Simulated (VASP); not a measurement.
Input of a VASP 6.6.1 run:

The input INCAR:

```
ALGO = Normal ; DIPOL = 0.5 0.5 0.356
EDIFF = 1E-7 ; ENCUT = 520
GGA = PE ; IDIPOL = 3
ISIF = 2 ; ISMEAR = 0
LASPH = T ; LCHARG = T
LDIPOL = T ; LELF = T
LREAL = F ; LVACPOTAV = T
LVHAR = T ; LWAVE = F
NBANDS = 39 ; NELM = 80
PREC = Accurate ; SIGMA = 0.1
```

File KPOINTS:

```
k-points
0
Gamma
  8 8 1
```

Contents of POSCAR:

```
W4S
1.0
    3.1836991688      0.0000000000      0.0000000000
    0.0000000000      3.1836991688      0.0000000000
    0.0000000000      0.0000000000     20.1425775749
W S
4 1
Direct
    0.5000000000      0.5000000000      0.1985843165
    0.0000000000      0.0000000000      0.2776134069
    0.5000000000      0.5000000000      0.3599451800
    0.0000000000      0.0000000000      0.4290700901
    0.1250000000      0.5000000000      0.5158074464
```

Potentials or basis: VASP PAW PBE potentials, release 64 (W_sv, S).

Command:

```sh
$ cat potpaw_PBE.64/W_sv/POTCAR potpaw_PBE.64/S/POTCAR > POTCAR
$ mpirun -np 1 vasp_std > vasp.out
```

Problem. Predict the band gap on the k mesh.

Solution. Zero (band 31 reaches 2.15 eV, above the bottom of band 32 at 0.96 eV).

Problem. What does it give for the largest force?

Solution. 2.401 eV/Å.

Forces on the atoms (eV/Å):
```
W    0.029  0.000  2.060
W   -0.003  0.000 -1.969
W   -0.299  0.000 -2.383
W    0.432  0.000  2.303
S   -0.159  0.000 -0.011
```

Caveat: spin-orbit coupling is left out, which moves the levels of the heavy elements.
